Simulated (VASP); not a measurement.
# Al (Fm-3m) in VASP: density of states with PBE

Aim: the density of states of Al with PBE.

All numbers are computed with VASP 6.6.1; they aren't measurements. Logs are shortened: lines on timing, memory, paths and dates and some standing lists are left out, and cuts for length are marked.

## (1) The cell of the first run

Symmetry: Fm-3m, No. 225, cubic system. Conventional cell: a = 4.012 Å, b = 4.012 Å, c = 4.012 Å, α = 90.00°, β = 90.00°, γ = 90.00°. Within 3.7 Å of Al (site symmetry m-3m) lie 12 Al at 2.84 Å.

## (2) Density of states, PBE

Contents of POSCAR:

```
Al
1.0
    0.0000000000      2.0057870000      2.0057870000
    2.0057870000      0.0000000000      2.0057870000
    2.0057870000      2.0057870000      0.0000000000
Al
1
Direct
    0.0000000000      0.0000000000      0.0000000000
```

Contents of INCAR.step1:

```
PREC = Accurate
ENCUT = 520
EDIFF = 1E-6
ISMEAR = 0
SIGMA = 0.0713
LREAL = False
LASPH = True
NELM = 80
ALGO = Normal
ISIF = 2
LWAVE = False
LCHARG = True
GGA = PE
NBANDS = 8
```

Contents of KPOINTS.step1:

```
regular mesh
0
Gamma
  14 14 14
```

Contents of INCAR.step2:

```
PREC = Accurate
ENCUT = 520
EDIFF = 1E-6
ISMEAR = -5
SIGMA = 0.0713
LREAL = False
LASPH = True
NELM = 80
ALGO = Normal
ISIF = 2
LWAVE = False
LCHARG = False
GGA = PE
LORBIT = 11
NEDOS = 1001
ICHARG = 11
```

Contents of KPOINTS.step2:

```
regular mesh
0
Gamma
  21 21 21
```

Potentials or basis: VASP PAW PBE potentials, release 64 (Al).

The run is started by

```
cat potpaw_PBE.64/Al/POTCAR > POTCAR
cp INCAR.step1 INCAR
cp KPOINTS.step1 KPOINTS
mpirun -np 1 vasp_std > vasp.out
cp INCAR.step2 INCAR
cp KPOINTS.step2 KPOINTS
mpirun -np 1 vasp_std > vasp.out
```

OUTCAR:

```text
PREC = Accurate
   ENCUT = 520
   EDIFF = 1E-6
   ISMEAR = -5
   LREAL = False
   LASPH = True
   NELM = 80
   ISIF = 2
   GGA = PE
   LORBIT = 11
   ICHARG = 11

 ion  position               nearest neighbor table
   1  0.000  0.000  0.000-

  LATTYP: Found a face centered cubic cell.
 ALAT       =     4.0115740000

  Lattice vectors:

 A1 = (   0.0000000000,   2.0057870000,   2.0057870000)
 A2 = (   2.0057870000,   0.0000000000,   2.0057870000)
 A3 = (   2.0057870000,   2.0057870000,   0.0000000000)

Analysis of symmetry for initial positions (statically):
[... 33 lines left out ...]
                                     Primitive cell

  volume of cell :      16.1393

  direct lattice vectors                    reciprocal lattice vectors
     0.000000000  2.005787000  2.005787000    -0.249278712  0.249278712  0.249278712
     2.005787000  0.000000000  2.005787000     0.249278712 -0.249278712  0.249278712
     2.005787000  2.005787000  0.000000000     0.249278712  0.249278712 -0.249278712

  length of vectors
     2.836611179  2.836611179  2.836611179     0.431763395  0.431763395  0.431763395

  position of ions in fractional coordinates (direct lattice)
     0.000000000  0.000000000  0.000000000

  ion indices of the primitive-cell ions
   primitive index   ion index
                 1           1

----------------------------------------------------------------------------------------

 KPOINTS: regular mesh

Automatic generation of k-mesh.
 Grid dimensions read from file:
 generate k-points for:   21   21   21

 Generating k-lattice:

  Cartesian coordinates                     Fractional coordinates (reciprocal lattice)
    -0.011870415  0.011870415  0.011870415     0.047619048  0.000000000  0.000000000
     0.011870415 -0.011870415  0.011870415     0.000000000  0.047619048  0.000000000
     0.011870415  0.011870415 -0.011870415     0.000000000  0.000000000  0.047619048

  Length of vectors
     0.020560162  0.020560162  0.020560162

  Shift w.r.t. Gamma in fractional coordinates (k-lattice)
     0.000000000  0.000000000  0.000000000

 TETIRR: Found   1276 inequivalent tetrahedra from    55566

 Subroutine IBZKPT returns following result:
 ===========================================

 Found    286 irreducible k-points:

 Following reciprocal coordinates:
            Coordinates               Weight
  0.000000  0.000000  0.000000      1.000000
  0.047619  0.000000  0.000000      8.000000
  0.095238  0.000000  0.000000      8.000000
  0.142857  0.000000  0.000000      8.000000
  0.190476  0.000000  0.000000      8.000000
  0.238095  0.000000  0.000000      8.000000
[... 16 lines left out ...]
 -0.428571  0.047619  0.000000     24.000000
 -0.380952  0.047619  0.000000     24.000000
 [... further k-points ...]
   k-points           NKPTS =    286   k-points in BZ     NKDIM =    286   number of bands    NBANDS=      5
   number of dos      NEDOS =   1001   number of ions     NIONS =      1
   total plane-waves  NPLWV =  13824
   dimension x,y,z NGX =    24 NGY =   24 NGZ =   24
   dimension x,y,z NGXF=    48 NGYF=   48 NGZF=   48
   ions per type =               1
   NGX,Y,Z   is equivalent  to a cutoff of  14.07, 14.07, 14.07 a.u.
   NGXF,Y,Z  is equivalent  to a cutoff of  28.13, 28.13, 28.13 a.u.
 SYSTEM =  unknown system
   PREC   = accura    normal or accurate (medium, high low for compatibility)
   ISTART =      0    job   : 0-new  1-cont  2-samecut
   ICHARG =     11    charge: 1-file 2-atom 10-const
   ISPIN  =      1    spin polarized calculation?
   LNONCOLLINEAR =      F non collinear calculations
   LSORBIT =      F    spin-orbit coupling
   LASPH  =      T    aspherical Exc in radial PAW
   ENCUT  =  520.0 eV  38.22 Ry    6.18 a.u.   5.27  5.27  5.27*2*pi/ulx,y,z
   NELM   =     80;   NELMIN=  2; NELMDL=  0     # of ELM steps
   EDIFF  = 0.1E-05   stopping-criterion for ELM
   LREAL  =      F    real-space projection
   EDIFFG = 0.1E-04   stopping-criterion for IOM
   NSW    =      0    number of steps for IOM
   IBRION =     -1    ionic relax: 0-MD 1-quasi-New 2-CG
   NFREE  =      0    steps in history (QN), initial steepest desc. (CG)
   ISIF   =      2    stress and relaxation
   ISYM   =      2    0-nonsym 1-usesym 2-fastsym
   POTIM  = 0.5000    time-step for ionic-motion
   TEBEG  =    0.0;   TEEND  =   0.0 temperature during run
   PSTRESS=    0.0 pullay stress
   NELECT =       3.0000    total number of electrons
   NUPDOWN=      -1.0000    fix difference up-down
   EMIN   =  10.00;   EMAX   =-10.00  energy-range for DOS
   EFERMI =   0.00;   METHOD = LEGACY
   ISMEAR =    -5;   SIGMA  =   0.07  broadening in eV -4-tet -1-fermi 0-gaus
   EFERMI_NEDOS =   21; number of points for ismear=-14 and -15
   IALGO  =     38    algorithm
   IMIX   =      4    mixing-type and parameters
     AMIX     =   0.40;   BMIX     =  1.00
     AMIX_MAG =   1.60;   BMIX_MAG =  1.00
  volume/ion in A,a.u.               =      16.14       108.91
  Fermi-wavevector in a.u.,A,eV,Ry     =   0.934302  1.765574 11.876791  0.872920
  Thomas-Fermi vector in A             =   2.061092
   LORBIT       =     11    0 simple, 1 ext, 2 COOP (PROOUT), +10 PAW based schemes
   GGA     = PE    functional components
   LHFCALC =     F    Hartree Fock is set to
   AEXX    =    0.0000 exact exchange contribution
   IVDW    =     0    specifies the selected vdW correction
   LEPSILON=     F    determine dielectric tensor
   LRPA    =     F    only Hartree local field effects (RPA)
 non-spin polarized calculation
 Fermi weights with tetrahedron method with Bloechl corrections
  energy-cutoff  :      520.00
  volume of cell :       16.14
 maximum number of plane-waves:       448
 NGX is ok and might be reduce to    24

 number of electron       3.0000000 magnetization

 Free energy of the ion-electron system (eV)
  ---------------------------------------------------
  ext. energy  EPLUGINS =         0.00000000
  ---------------------------------------------------
  free energy    TOTEN  =        -3.74467362 eV

  energy without entropy =       -3.74467362  energy(sigma->0) =       -3.74467362

 E-fermi :   8.2665     XC(G=0): -10.2773

 val. band max:        8.3479819889   @ k =  -0.2857   0.2857   0.0000
 cond. band min:       8.1890203940   @ k =  -0.3810   0.3810   0.0476
 fundamental gap:     -0.1589615949
 Fermi energy:         8.2664998028

 k-point     1 :       0.0000    0.0000    0.0000
  band No.  band energies     occupation
      1      -3.0559      2.00000
      2      20.9746      0.00000
      3      20.9746      0.00000
      4      20.9746      0.00000
      5      22.6348      0.00000

 k-point     2 :       0.0476    0.0000    0.0000
  band No.  band energies     occupation
      1      -2.9934      2.00000
      2      19.7710      0.00000
      3      20.7482      0.00000
      4      20.7482      0.00000
      5      22.9602      0.00000

 k-point     3 :       0.0952    0.0000    0.0000
  band No.  band energies     occupation
      1      -2.8058      2.00000
      2      17.8749      0.00000
      3      20.3252      0.00000
      4      20.3252      0.00000
      5      23.2436      0.00000

 k-point     4 :       0.1429    0.0000    0.0000
  band No.  band energies     occupation
      1      -2.4938      2.00000
      2      15.9233      0.00000
      3      19.9185      0.00000
      4      19.9185      0.00000
      5      23.1221      0.00000

 k-point     5 :       0.1905    0.0000    0.0000
  band No.  band energies     occupation
      1      -2.0583      2.00000
      2      14.0097      0.00000
      3      19.5862      0.00000
      4      19.5862      0.00000
      5      22.9578      0.00000

 k-point     6 :       0.2381    0.0000    0.0000
  band No.  band energies     occupation
      1      -1.5002      2.00000
      2      12.1649      0.00000
      3      19.3457      0.00000
      4      19.3457      0.00000
      5      22.8241      0.00000

 k-point     7 :       0.2857    0.0000    0.0000
  band No.  band energies     occupation
      1      -0.8212      2.00000
      2      10.4038      0.00000
      3      19.2034      0.00000
      4      19.2034      0.00000
      5      22.5906      0.00000

 k-point     8 :       0.3333    0.0000    0.0000
  band No.  band energies     occupation
      1      -0.0229      2.00000
      2       8.7351      0.21993
      3      19.1626      0.00000
      4      19.1626      0.00000
      5      21.7877      0.00000

 k-point     9 :       0.3810    0.0000    0.0000
  band No.  band energies     occupation
      1       0.8925      2.00000
      2       7.1645      2.11808
      3      19.2246      0.00000
      4      19.2246      0.00000
      5      21.1033      0.00000
[... 73 lines left out ...]
 k-point    19 :       0.3810    0.0476    0.0000
  band No.  band energies     occupation
      1       0.6287      2.00000
      2       7.7273      1.82603
      3      18.2378      0.00000
      4      19.5254      0.00000
      5      19.9561      0.00000

 k-point    20 :       0.4286    0.0476    0.0000
  band No.  band energies     occupation
      1       1.6203      2.00000
      2       6.2260      2.00000
      3      18.3679      0.00000
      4      19.2849      0.00000
      5      19.7080      0.00000

 k-point    21 :       0.4762    0.0476    0.0000
  band No.  band energies     occupation
      1       2.7225      2.00000
      2       4.8321      2.00000
      3      18.6034      0.00000
      4      18.7751      0.00000
      5      19.9400      0.00000

 k-point    22 :      -0.4762    0.0476    0.0000
  band No.  band energies     occupation
      1       3.4907      2.00000
      2       3.9909      2.00000
      3      18.3607      0.00000
      4      18.9447      0.00000
      5      20.2887      0.00000

 k-point    23 :      -0.4286    0.0476    0.0000
  band No.  band energies     occupation
      1       2.3435      2.00000
      2       5.2839      2.00000
      3      18.0517      0.00000
      4      19.3918      0.00000
      5      20.5238      0.00000

 k-point    24 :      -0.3810    0.0476    0.0000
  band No.  band energies     occupation
      1       1.2772      2.00000
      2       6.7146      2.00000
      3      17.8495      0.00000
      4      19.9443      0.00000
      5      20.3209      0.00000

 [... further k-points ...]
[... 5 lines left out ...]
  --------------------------------------------------------------------------------------
  -------------------------------------------------------------------------------------
  Total        0.1535449      0.1535449      0.1535449     -0.0000000     -0.0000000      0.0000000
  in kB       15.2426857     15.2426857     15.2426857     -0.0000000     -0.0000000      0.0000000
  external PRESSURE =      15.2426857 kB  Pullay stress =       0.0000000 kB

 VOLUME and BASIS-vectors are now :
 -----------------------------------------------------------------------------
  energy-cutoff  :      520.00
  volume of cell :       16.14
      direct lattice vectors                 reciprocal lattice vectors
     0.000000000  2.005787000  2.005787000    -0.249278712  0.249278712  0.249278712
     2.005787000  0.000000000  2.005787000     0.249278712 -0.249278712  0.249278712
     2.005787000  2.005787000  0.000000000     0.249278712  0.249278712 -0.249278712

 POSITION                                       TOTAL-FORCE (eV/Angst)
 -----------------------------------------------------------------------------------
      0.00000      0.00000      0.00000         0.000000     -0.000000      0.000000
 -----------------------------------------------------------------------------------
    total drift:                               -0.000000      0.000000     -0.000000

  FREE ENERGIE OF THE ION-ELECTRON SYSTEM (eV)
  ---------------------------------------------------
  free  energy   TOTEN  =        -3.7446736195 eV

  energy  without entropy=       -3.7446736195  energy(sigma->0) =       -3.74467362

 total charge

# of ion       s       p       d       tot
------------------------------------------
    1        0.426   0.348   0.000   0.774
```

Wall time 12 s (1 thread of Intel Xeon 6975P-C (Granite Rapids), shared host); peak memory 0.14 GiB.

Results:

| Quantity | Value |
| --- | --- |
| Valence electrons inside the program's atomic spheres | Al 0.77 |

Caveat: tetrahedron occupations give inexact forces and stress in metals.
